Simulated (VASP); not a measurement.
Here is a VASP 6.6.1 calculation.

INCAR

```
ALGO = Normal
EDIFF = 1E-7
ENCUT = 520
GGA = PS
ISIF = 2
ISMEAR = 0
LASPH = T
LCHARG = F
LREAL = F
LWAVE = F
NBANDS = 30
NELM = 80
PREC = Accurate
SIGMA = 0.05
```

The input KPOINTS:

```
k-points
0
Gamma
  6 6 6
```

File POSCAR:

```
Ni3Ge
1.0
    3.5303341067      0.0000000000      0.0000000000
    0.0000000000      3.5303341067      0.0000000000
    0.0000000000      0.0000000000      3.5303341067
Ni Ge
3 1
Direct
    0.5000000000      0.0000000000      0.5000000000
    0.0000000000      0.5000000000      0.5000000000
    0.5000000000      0.5000000000      0.0000000000
    0.0000000000      0.0000000000      0.0000000000
```

Potentials or basis: VASP PAW PBE potentials, release 64 (Ni, Ge_d).

The run is started by

```bash
$ cat potpaw_PBE.64/Ni/POTCAR potpaw_PBE.64/Ge_d/POTCAR > POTCAR
$ mpirun -np 1 vasp_std > vasp.out
```

Q: What does it give for the band gap on the k mesh?

A: Zero (band 22 reaches 10.22 eV, above the bottom of band 23 at 9.99 eV).

Q: Predict the pressure.

A: -0.7 GPa.

Caveat: the PAW data sets were made with another functional, which shifts forces and pressure a little. Spin polarisation is off, so any magnetic state and its effect on volume and gap are missing.
